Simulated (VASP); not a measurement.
Input of a VASP 6.6.1 run:

File INCAR:

```
ALGO = Normal ; DIPOL = 0.5 0.5 0.360
EDIFF = 1E-6 ; ENCUT = 520
GGA = PE ; IDIPOL = 3
ISIF = 2 ; ISMEAR = 0
LASPH = True ; LCHARG = True
LDIPOL = True ; LELF = True
LREAL = False ; LVACPOTAV = True
LVHAR = True ; LWAVE = False
NBANDS = 25 ; NELM = 100
PREC = Accurate ; SIGMA = 0.1
```

Contents of KPOINTS:

```
k-points
0
Gamma
  12 12 1
```

POSCAR

```
Ir3F
1.0
    2.7367600872      0.0000000000      0.0000000000
   -1.3683800436      2.3701037596      0.0000000000
    0.0000000000      0.0000000000     19.8425800730
Ir F
3 1
Direct
    0.6666666667      0.3333333333      0.2015866881
    0.3333333333      0.6666666667      0.3110139949
    0.0000000000      0.0000000000      0.4204382718
    0.5000000000      0.3333333333      0.5060988223
```

Potentials or basis: VASP PAW PBE potentials, release 64 (Ir, F).

The run is started by

```bash
$ cat potpaw_PBE.64/Ir/POTCAR potpaw_PBE.64/F/POTCAR > POTCAR
$ mpirun -np 1 vasp_std > vasp.out
```

Task: What does it give for the largest force?

Result: 0.880 eV/Å.

Task: Predict the band gap on the k mesh.

Result: Zero (bands 17 and 18 overlap by 2.07 eV).

Forces in eV/Å, atoms in the order of the input:
```
Ir  -0.226 -0.060 -0.222
Ir   0.253 -0.049  0.842
Ir   0.172  0.055 -0.682
F   -0.199  0.053  0.062
```

Caveat: spin-orbit coupling is left out, which moves the levels of the heavy elements.
